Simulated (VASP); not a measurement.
# Cu in VASP: further runs, part 2 of 2

VASP 6.6.1. The steps go on from the part before.

### Step 3. Single point, PBE

This run uses another cell than the first one, of 12.14 Å³/atom.

The input, INCAR:

```
SYSTEM = Cu
PREC = Accurate
ENCUT = 520
EDIFF = 1E-6
ISMEAR = 0
SIGMA = 0.1
LREAL = .False.
LASPH = .True.
NELM = 60
ALGO = Fast
ISIF = 2
LWAVE = .False.
LCHARG = .False.
GGA = PE
NBANDS = 30
```

The input, KPOINTS:

```
regular mesh
0
Gamma
  9 9 17
  0 0 0
```

The input, POSCAR:

```
Cu
1.0
    5.2013045963      0.0000017743      0.0056540993
   -2.6006507615      4.5044628004     -0.0056540993
   -1.2980835527      0.7494488886      2.0706080921
Cu
4
Direct
    0.0000000000      0.5000000000      0.0000000000
    0.5000000000      0.5000000000      0.0000000000
    0.0000000000      0.0000000000      0.0000000000
    0.5000000000      0.0000000000      0.0000000000
```

Potentials or basis: VASP PAW PBE potentials, release 64 (Cu).

Launch:

```sh
$ cat potpaw_PBE.64/Cu/POTCAR > POTCAR
$ mpirun -np 1 vasp_std > vasp.out
```

OUTCAR:

```text
SYSTEM = Cu
   PREC = Accurate
   ENCUT = 520
   EDIFF = 1E-6
   ISMEAR = 0
   LREAL = .False.
   LASPH = .True.
   NELM = 60
   ISIF = 2
   GGA = PE

 ion  position               nearest neighbor table
   1  0.000  0.500  0.000-   3 2.56   3 2.56   2 2.56   2 2.56   3 2.60   3 2.60   2 2.60   2 2.60
                             4 2.60   4 2.60
   2  0.500  0.500  0.000-   4 2.56   4 2.56   1 2.56   1 2.56   4 2.60   4 2.60   1 2.60   1 2.60
                             3 2.60   3 2.60
   3  0.000  0.000  0.000-   1 2.56   1 2.56   4 2.56   4 2.56   1 2.60   1 2.60   4 2.60   4 2.60
                             2 2.60   2 2.60
   4  0.500  0.000  0.000-   2 2.56   2 2.56   3 2.56   3 2.56   2 2.60   2 2.60   3 2.60   3 2.60
                             1 2.60   1 2.60
[... 9 lines left out ...]
 A1 = (   1.3025672088,  -3.7550139118,   2.0762621914)
 A2 = (   3.9032210436,   0.7494506629,   2.0762621914)
 A3 = (  -1.2980835527,   0.7494488886,   2.0706080921)

Analysis of symmetry for initial positions (statically):
=====================================================================
 Subroutine PRICEL returns following result:

  LATTYP: Found a base centered monoclinic cell.
 ALAT       =     4.4120940597
 B/A-ratio  =     0.5894375323
 C/A-ratio  =     0.5793600416
 COS(beta)  =    -0.5611029086

  Lattice vectors:

[... 191 lines left out ...]
 fundamental gap:      0.0024386313
 Fermi energy:         7.2720182055

 k-point     1 :       0.0000    0.0000    0.0000
  band No.  band energies     occupation
      1      -1.8939      2.00000
      2       2.3071      2.00000
      3       2.3071      2.00000
      4       2.5268      2.00000
      5       2.9696      2.00000
      6       4.2012      2.00000
[... 781 lines left out ...]
     29      22.4327      0.00000
     30      22.4327      0.00000

 [... further k-points ...]

------------------------ aborting loop because EDIFF is reached ----------------------------------------

  FORCE on cell =-STRESS in cart. coord.  units (eV):
  Direction    XX          YY          ZZ          XY          YZ          ZX
  --------------------------------------------------------------------------------------
  -------------------------------------------------------------------------------------
  Total       -0.5462336     -0.5280401      0.3611275      0.0157561     -0.0067522      0.0116952
  in kB      -18.0235902    -17.4232733     11.9158057      0.5198897     -0.2227954      0.3858959
  external PRESSURE =      -7.8436859 kB  Pullay stress =       0.0000000 kB

 VOLUME and BASIS-vectors are now :
 -----------------------------------------------------------------------------
  energy-cutoff  :      520.00
  volume of cell :       48.56
      direct lattice vectors                 reciprocal lattice vectors
     5.201304596  0.000001774  0.005654099     0.192172151  0.111051325  0.080279903
    -2.600650761  4.504462800 -0.005654099     0.000087193  0.221951627 -0.080279903
    -1.298083553  0.749448889  2.070608092    -0.000524516  0.000302830  0.482511482

 POSITION                                       TOTAL-FORCE (eV/Angst)
 -----------------------------------------------------------------------------------
     -1.30033      2.25223     -0.00283        -0.000000     -0.000000      0.000000
      1.30033      2.25223      0.00000         0.000000      0.000000     -0.000000
      0.00000      0.00000      0.00000         0.000000     -0.000000      0.000000
      2.60065      0.00000      0.00283         0.000000      0.000000      0.000000
 -----------------------------------------------------------------------------------
    total drift:                                0.000000      0.000000     -0.000000

  FREE ENERGIE OF THE ION-ELECTRON SYSTEM (eV)
  ---------------------------------------------------
  free  energy   TOTEN  =       -14.9035715800 eV

  energy  without entropy=      -14.8967998339  energy(sigma->0) =      -14.90018571
```

OSZICAR:

```text
N       E                     dE             d eps       ncg     rms          rms(c)
DAV:   1     0.334381226417E+03    0.33438E+03   -0.19893E+04 24426   0.261E+03
DAV:   2     0.116002620451E+02   -0.32278E+03   -0.31119E+03 23106   0.391E+02
DAV:   3    -0.177250923816E+02   -0.29325E+02   -0.27871E+02 25468   0.165E+02
DAV:   4    -0.184587594374E+02   -0.73367E+00   -0.73234E+00 26620   0.351E+01
DAV:   5    -0.184678504518E+02   -0.90910E-02   -0.90906E-02 29910   0.379E+00    0.153E+01
RMM:   6    -0.162704280456E+02    0.21974E+01   -0.29720E+01 25341   0.808E+01    0.869E+00
RMM:   7    -0.149293272836E+02    0.13411E+01   -0.60841E+00 24932   0.387E+01    0.174E+00
RMM:   8    -0.149029190495E+02    0.26408E-01   -0.19667E-01 25871   0.288E+00    0.288E-01
RMM:   9    -0.149025254718E+02    0.39358E-03   -0.37179E-02 26820   0.275E+00    0.657E-02
RMM:  10    -0.149035417497E+02   -0.10163E-02   -0.96653E-03 27144   0.607E-01    0.258E-02
RMM:  11    -0.149036261524E+02   -0.84403E-04   -0.12663E-03 26318   0.529E-01    0.790E-02
RMM:  12    -0.149035580896E+02    0.68063E-04   -0.44697E-04 27377   0.272E-01    0.120E-02
RMM:  13    -0.149035714347E+02   -0.13345E-04   -0.12724E-04 27426   0.808E-02    0.914E-03
RMM:  14    -0.149035725206E+02   -0.10859E-05   -0.13598E-05 24174   0.354E-02    0.111E-02
RMM:  15    -0.149035715800E+02    0.94063E-06   -0.44855E-06 18129   0.181E-02
   1 F= -.14903572E+02 E0= -.14900186E+02  d E =-.677175E-02
```

Run time: 6.6 min. Hardware: 1 thread of Intel Xeon Platinum 8375C at 2.90GHz (Ice Lake), shared host; peak memory 0.49 GiB.

Results:

| Property | Result |
| --- | --- |
| Free energy | -14.9036 eV |
| Pressure | -0.8 GPa |
| Band gap on the k mesh | zero (bands 22 and 23 overlap by 4.60 eV) |

Levels at points of the mesh, in eV from the Fermi level:
```tsv
k point	band 19	band 20	band 21	band 22	band 23	band 24	band 25	band 26
(0.00, 0.00, 0.00)	-1.61	-1.50	-1.49	-1.02	-1.02	1.47	3.48	3.48
```
